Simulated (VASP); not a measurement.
A run of VASP 6.6.1 is set up as follows.

The input INCAR:

```
SYSTEM = GaS
ALGO     = Normal         ! electronic algorithm
EDIFF    = 1E-6           ! SCF threshold, eV
ENCUT    = 500            ! plane-wave cutoff, eV
GGA      = PE             ! functional
GGA_COMPAT= .False.      
ISIF     = 2              ! what is computed and relaxed
ISMEAR   = 0              ! smearing method
KPAR     = 4            
LASPH    = .True.         ! aspherical terms in the spheres
LCHARG   = .False.        ! write CHGCAR
LORBIT   = 11             ! projections on sites
LORBMOM  = .True.       
LREAL    = .False.        ! projectors in reciprocal space
LSORBIT  = .True.         ! spin-orbit coupling
LWAVE    = .False.        ! write WAVECAR
MAGMOM   = 0 0 0 0 0 0 0 0 0 0 0 0 0 0 0 0 0 0 0 0 0 0 0 0 ! initial moments
NBANDS   = 94             ! bands
NELM     = 200            ! most SCF steps
PREC     = Accurate       ! precision mode
SIGMA    = 0.01           ! smearing width, eV
```

KPOINTS

```
k-points
0
Gamma
  12 12 2
  0 0 0
```

POSCAR

```
GaS
1.0
    3.5795059867      0.0000000000      0.0000000000
   -1.7897529933      3.0999431175      0.0000000000
    0.0000000000      0.0000000000     15.5631239447
Ga S
4 4
Direct
    0.3333333333      0.6666666667      0.1716952300
    0.6666666667      0.3333333333      0.6716952300
    0.3333333333      0.6666666667      0.3283047700
    0.6666666667      0.3333333333      0.8283047700
    0.3333333333      0.6666666667      0.6028569187
    0.6666666667      0.3333333333      0.1028569187
    0.3333333333      0.6666666667      0.8971430813
    0.6666666667      0.3333333333      0.3971430813
```

Potentials or basis: VASP PAW PBE potentials, release 64 (Ga_d, S).

Command:

```bash
$ cat potpaw_PBE.64/Ga_d/POTCAR potpaw_PBE.64/S/POTCAR > POTCAR
$ mpirun -np 4 vasp_ncl > vasp.out
```

Task: Estimate the pressure.

Result: 3.1 GPa.

Task: Estimate the net moment.

Result: 0.00 μB per cell.

Task: Predict the largest force.

Result: 0.226 eV/Å.

Forces on the atoms (eV/Å):
```
Ga   0.000  0.000  0.106
Ga   0.000  0.000  0.106
Ga   0.000  0.000 -0.106
Ga   0.000  0.000 -0.106
S    0.000  0.000 -0.226
S    0.000  0.000 -0.226
S    0.000  0.000  0.226
S    0.000  0.000  0.226
```

Caveat: the cell stands under pressure; this functional lacks dispersion, which binds layers or chains, so the pressure and a relaxed spacing across them are unreliable.
